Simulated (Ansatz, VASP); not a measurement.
B3N4 in VASP and in Ansatz

```
CELL_PARAMETERS angstrom
5.01078 0.00000 0.00000
-1.25270 3.37591 0.00000
0.00000 0.00000 23.44094
ATOMIC_POSITIONS crystal
N 0.02252 0.09009 0.17064
N 0.52252 0.09009 0.17064
N 0.30695 0.22778 0.26105
N 0.80695 0.22778 0.26105
N 0.08665 0.34663 0.35335
N 0.58665 0.34663 0.35335
N 0.34371 0.12488 0.52647
N 0.34371 0.12488 0.57340
B 0.28421 0.13682 0.20075
B 0.78421 0.13682 0.20075
B 0.06735 0.26942 0.28955
B 0.56735 0.26942 0.28955
B 0.34371 0.37488 0.38142
B 0.84371 0.37488 0.38142
```

Alike in both runs: task single point; functional PBE; dispersion D3(BJ); k mesh 6 × 8 × 1; occupations gaussian, width 0.05 eV; no spin polarisation.

```csv
,VASP,Ansatz
version,VASP 6.6.1,Ansatz 0.2.0
potentials or method,"VASP PAW PBE potentials, release 64 (N, B), cutoff 520 eV","scalar-relativistic, plane waves, PAW"
valence electrons in the cell,58,58
```

VASP gave:

```
gap on the k mesh at the Fermi level (eV)  : none
rms of the force components (eV/Å)         : 1.170
work function, face that differs most (eV) : 5.04
```

**Question.** What did Ansatz give for the same quantities?

**Answer.** gap on the k mesh at the Fermi level (eV): none; rms of the force components (eV/Å): 1.072; work function, face that differs most (eV): 5.04.

A gap of «none» marks a metal or a gap that the smearing closes. Ansatz's warnings: vacuum below fermi.

Noted on VASP's run: the standard files for N, O and F lose accuracy on very short bonds.
